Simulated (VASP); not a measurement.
Set up this calculation in VASP 6.6.1, as the native input.

```yaml
Task: single point
Functional: PBEsol
Potentials_or_basis: VASP PAW PBE potentials, release 64 (Ti_sv, B)
Cutoff: 520 eV
k_mesh: 11 × 11 × 9
Occupations: methfessel-paxton, width 0.1 eV
Spin: no spin polarisation
Dipole_correction: no
Further_INCAR_settings: ALGO = Normal; EDIFF = 1e-06; NBANDS = 16
```

The structure of TiB2 lies in POSCAR:

```
TiB2
1.0
    3.1079154826      0.0000000000      0.0000000000
   -1.5539577413      2.6915336036      0.0000000000
    0.0000000000      0.0000000000      3.3122918078
Ti B
1 2
Direct
    0.0000000000      0.0000000000      0.0000000000
    0.3333333333      0.6666666667      0.5000000000
    0.6666666667      0.3333333333      0.5000000000
```

These files were run (other wordings do the same):

INCAR

```
SYSTEM = TiB2
PREC     = Accurate       ! precision mode
ENCUT    = 520            ! plane-wave cutoff, eV
EDIFF    = 1E-6           ! SCF threshold, eV
ISMEAR   = 1              ! smearing method
SIGMA    = 0.1            ! smearing width, eV
LREAL    = .FALSE.        ! projectors in reciprocal space
LASPH    = .TRUE.         ! aspherical terms in the spheres
NELM     = 60             ! most SCF steps
ALGO     = Normal         ! electronic algorithm
ISIF     = 2              ! what is computed and relaxed
LWAVE    = .FALSE.        ! write WAVECAR
LCHARG   = .FALSE.        ! write CHGCAR
GGA      = PS             ! functional
NBANDS   = 16             ! bands
```

KPOINTS

```
regular mesh
0
G
  11 11 9
  0 0 0
```

Potentials or basis: VASP PAW PBE potentials, release 64 (Ti_sv, B).

Launch:

```sh
$ cat potpaw_PBE.64/Ti_sv/POTCAR potpaw_PBE.64/B/POTCAR > POTCAR
$ mpirun -np 1 vasp_std > vasp.out
```

Results of the run:

```json
{"Pressure": "-21.2 GPa", "Band gap on the k mesh": "zero (band 9 reaches 9.23 eV, above the bottom of band 10 at 8.84 eV)"}
```

Caveat: the PAW data sets were made with another functional, which shifts forces and pressure a little.

Run time: 22 s on 1 thread of AMD EPYC 9R45 96-Core Processor (Zen 5) (shared host), peak memory 0.13 GiB.
